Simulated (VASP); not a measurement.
A run of VASP 6.6.1 is set up as follows.

Contents of INCAR:

```
  ALGO = Normal
  EDIFF = 1E-6
  ENCUT = 520
  GGA = PE
  ISIF = 2
  ISMEAR = -1
  ISYM = 0
  IVDW = 12
  LASPH = True
  LCHARG = False
  LREAL = Auto
  LWAVE = False
  NBANDS = 70
  NELM = 80
  PREC = Accurate
  SIGMA = 0.0758
```

KPOINTS

```
Automatic mesh
0
Gamma
  1 1 1
  0.25 0.25 0.25
```

File POSCAR:

```
Hf2Se3S3
1.0
    7.3673110000     -0.0439010000     -0.0180960000
   -0.0439010000      7.5102110000     -0.0415870000
   -0.0180960000     -0.0415870000      7.3739650000
Hf Se S
4 6 6
Direct
    0.0320754304      0.6204214767      0.9794179800
    0.4778148882      0.7185798415      0.5293163336
    0.4536566267      0.8520125639      0.0216209348
    0.8952474802      0.2340384772      0.2162956234
    0.6237866962      0.1575994678      0.9667779998
    0.1148748227      0.3094045515     -0.0467851445
    0.6043489481      0.9576081637      0.3539289038
    0.7529851827      0.7846466527      0.7736100077
    0.4845104418      0.3763081456      0.3984197413
   -0.0009801725      0.1508923381      0.5379885072
    0.2770554542      0.6637498338      0.2532832689
    0.2209256581      0.8879319497      0.7515434772
    0.5208791913      0.5811117037      0.8346933464
    0.2593160434      0.3366916790      0.5949291297
    0.8172934888      0.5435691549      0.2053537213
    0.1390373006      0.8931188326      0.1719288269
```

Potentials or basis: VASP PAW PBE potentials, release 64 (Hf_pv, Se, S).

Run with:

```sh
$ cat potpaw_PBE.64/Hf_pv/POTCAR potpaw_PBE.64/Se/POTCAR potpaw_PBE.64/S/POTCAR > POTCAR
$ mpirun -np 1 vasp_std > vasp.out
```

(1) What does it give for the pressure?

(2) What does it give for the band gap on the k mesh?

Results:

(1) -1.2 GPa.

(2) 0.67 eV.

Caveat: the k points lie up to 0.85 Å⁻¹ apart; spin-orbit coupling is left out, which moves the levels of the heavy elements.
